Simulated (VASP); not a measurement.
Here is a VASP 6.6.1 calculation.

INCAR

```
  PREC = Accurate
  ENCUT = 520
  EDIFF = 1E-7
  ISMEAR = -1
  SIGMA = 0.1
  LREAL = F
  LASPH = T
  NELM = 80
  ALGO = Normal
  ISIF = 2
  LWAVE = F
  LCHARG = T
  LELF = T
  LVHAR = T
  NBANDS = 47
```

The input KPOINTS:

```
Automatic mesh
0
Gamma
  3 3 3
```

The input POSCAR:

```
Rb2SnF6
1.0
    0.0000000000      4.3812506427      4.3812506427
    4.3812506427      0.0000000000      4.3812506427
    4.3812506427      4.3812506427      0.0000000000
Rb Sn F
2 1 6
Direct
    0.2500000000      0.2500000000      0.2500000000
    0.7500000000      0.7500000000      0.7500000000
    0.0000000000      0.0000000000      0.0000000000
    0.7757026744      0.2242973256      0.2242973256
    0.2242973256      0.7757026744      0.7757026744
    0.2242973256      0.7757026744      0.2242973256
    0.7757026744      0.2242973256      0.7757026744
    0.2242973256      0.2242973256      0.7757026744
    0.7757026744      0.7757026744      0.2242973256
```

Potentials or basis: VASP PAW LDA potentials, release 64 (Rb_sv, Sn_d, F).

Command:

```bash
$ cat potpaw_LDA.64/Rb_sv/POTCAR potpaw_LDA.64/Sn_d/POTCAR potpaw_LDA.64/F/POTCAR > POTCAR
$ mpirun -np 1 vasp_std > vasp.out
```

(1) Predict the largest force.

(2) What does it give for the band gap on the k mesh?

## Answers

(1) 0.161 eV/Å.

(2) 5.58 eV.

Caveat: spin-orbit coupling is left out, which moves the levels of the heavy elements.
